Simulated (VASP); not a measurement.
Input of a VASP 6.6.1 run:

Contents of INCAR:

```
SYSTEM = MgAu
ALGO = Normal
EDIFF = 1E-7
ENCUT = 520
GGA = PS
ISIF = 2
ISMEAR = -1
LASPH = .True.
LCHARG = .False.
LREAL = .False.
LWAVE = .False.
NBANDS = 14
NELM = 80
PREC = Accurate
SIGMA = 0.1
```

Contents of KPOINTS:

```
k-points
0
Gamma
  9 9 9
  0 0 0
```

The input POSCAR:

```
MgAu
1.0
    3.2590000000      0.0000000000      0.0000000000
    0.0000000000      3.2590000000      0.0000000000
    0.0000000000      0.0000000000      3.2590000000
Mg Au
1 1
Direct
    0.5000000000      0.5000000000      0.5000000000
    0.0000000000      0.0000000000      0.0000000000
```

Potentials or basis: VASP PAW PBE potentials, release 64 (Mg, Au).

Command:

```console
$ cat potpaw_PBE.64/Mg/POTCAR potpaw_PBE.64/Au/POTCAR > POTCAR
$ mpirun -np 1 vasp_std > vasp.out
```

(1) What does it give for the pressure?

Results:

(1) -0.3 GPa.

Caveat: the PAW data sets were made with another functional, which shifts forces and pressure a little.
